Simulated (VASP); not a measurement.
## NaF: single point with HSE06

The system is NaF.

```
Na F
1.0
    -0.04307    2.29717    2.29717
     2.29717   -0.04307    2.29717
     2.25410    2.25410    0.00000
Na F
1 1
Direct
  0.00000 0.00000 0.00000
  0.50000 0.50000 0.50000
```

This cell differs from its parent crystal: shear xy strain -3.8%.

```
Program                            : VASP 6.6.1
Task                               : single point
Functional                         : HSE06
Potentials or basis                : VASP PAW PBE potentials, release 64 (Na_pv, F)
Cutoff                             : 520 eV
k mesh                             : 6 × 6 × 6
Occupations                        : gaussian, width 0.01 eV
Spin                               : no spin polarisation
Dipole correction                  : no
Grid for exact exchange (PRECFOCK) : Normal
Further INCAR settings             : ALGO = Normal; EDIFF = 1e-06; NBANDS = 14
Share of exact exchange            : 0.25
Screening parameter                : 0.2079 1/Å
```

```json
{"Pressure": "1.6 GPa", "Band gap on the k mesh": "8.55 eV"}
```

Stress tensor (GPa, compression positive):
```
1.66 1.08 0.00
1.08 1.66 0.00
0.00 0.00 1.60
```

Levels at points of the mesh, in eV from the valence-band top:
```csv
k point,band 4,band 5,band 6,band 7,band 8,band 9,band 10,band 11
"(0.00, 0.00, 0.00)",-20.35,-0.10,-0.06,0.00,8.55,21.04,21.52,21.99
"(0.50, 0.00, 0.00)",-19.61,-1.75,-0.33,-0.27,13.11,14.85,22.82,23.21
"(0.50, 0.50, 0.00)",-20.40,-1.42,-0.58,-0.41,15.46,15.69,16.27,22.22
"(0.00, 0.00, 0.50)",-19.63,-1.73,-0.40,-0.34,13.12,15.18,22.40,22.78
"(0.50, 0.00, 0.50)",-20.40,-1.42,-0.50,-0.50,15.53,15.69,16.19,22.68
```

It took 83 min on 1 thread of Intel Xeon 8259CL, with other jobs on the host, peak memory 0.22 GiB.

Caveat: the cell differs from its parent crystal (shear xy strain -3.8%); the PAW data sets were made with another functional, which shifts forces and pressure a little.
